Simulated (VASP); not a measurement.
Crystal: Na.

```
Na
1.0
    -2.14100    2.14100    2.14100
     2.14100   -2.14100    2.14100
     2.14100    2.14100   -2.14100
Na
1
Direct
  0.00000 0.00000 0.00000
```

Base run:

```yaml
Program: VASP 6.6.1
Functional: PBEsol
Potentials_or_basis: VASP PAW PBE potentials, release 64 (Na_pv)
Cutoff: 520 eV
k_mesh: 9 × 9 × 9
Occupations: fermi-dirac, width 0.05 eV
Spin: no spin polarisation
```

Its results: pressure -0.5 GPa.

Problem. The run is repeated on the same cell with these changes: functional from PBEsol to revPBE. What comes out?

Solution. Pressure 0.0 GPa.

revPBE binds less tightly than PBEsol, so the same cell stands under more pressure.

Caveats: the PAW data sets were made with another functional, which shifts forces and pressure a little.
